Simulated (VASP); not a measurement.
Runs of VASP 6.6.1 on PO4. The structure is that of space group Pm-3m (No. 221), or close to it. The cells are those of the table. 

| task | spin | cell | k mesh | cutoff (eV) | gap on the mesh (eV) | pressure (GPa) | moment (μB) |
| --- | --- | --- | --- | --- | --- | --- | --- |
| relaxation of cell and atoms | collinear, ferromagnetic start | relaxed from a = 3.689 Å, 5 atoms | 6 × 6 × 6 | 600 | none | 0.5 | 3.00 |
| single point | collinear, ferromagnetic start | a = 3.415 Å, 5 atoms | 12 × 12 × 12 | 520 | none | -0.9 | 3.00 |
| single point | off | a = 3.689 Å, 5 atoms | 6 × 6 × 6 | 520 | none | -30.1 | - |
| single point | collinear, ferromagnetic start | a = 3.416 Å, 5 atoms | 6 × 6 × 6 | 520 | none | -0.8 | 3.01 |
| single point | collinear, ferromagnetic start | a = 3.689 Å, 5 atoms | 6 × 6 × 6 | 520 | none | (b) | (a) |

Alike in all rows: level PBE; potentials or basis VASP PAW PBE potentials, release 64 (P, O); smearing gaussian 0.1 eV.

Q: Estimate the missing entries.

A: (a) 3.25; (b) -25.0.

Caveats: an odd number of electrons without spin polarisation forces a metal (some runs); a magnetic or distorted state may lie lower (some runs).

A gap of «none» marks levels without a gap at the run's occupations.
